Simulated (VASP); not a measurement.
Input of a VASP 6.6.1 run:

Contents of INCAR:

```
SYSTEM = As
PREC = Accurate
ENCUT = 500
EDIFF = 1E-6
ISMEAR = 0
SIGMA = 0.1
LREAL = .False.
LASPH = .True.
NELM = 120
ALGO = Normal
ISIF = 2
LWAVE = .False.
LCHARG = .False.
GGA = PE
NBANDS = 12
GGA_COMPAT = .False.
```

KPOINTS

```
Automatic mesh
0
Gamma
  6 6 6
  0 0 0
```

Contents of POSCAR:

```
As
1.0
    1.8797494575      1.0852738553      3.4857700000
   -1.8797494575      1.0852738553      3.4857700000
    0.0000000000     -2.1705477106      3.4857700000
As
2
Direct
    0.5425400000      0.2755400000      0.5885400000
    1.0874600000      0.8204600000      1.1334600000
```

Potentials or basis: VASP PAW PBE potentials, release 64 (As).

Command:

```console
$ cat potpaw_PBE.64/As/POTCAR > POTCAR
$ mpirun -np 1 vasp_std > vasp.out
```

(1) Predict the largest force.

(2) Estimate the band gap on the k mesh.

(3) Predict the pressure.

## Answers

(1) 0.163 eV/Å.

(2) zero (band 5 reaches 5.59 eV, above the bottom of band 6 at 5.25 eV).

(3) 3.8 GPa.
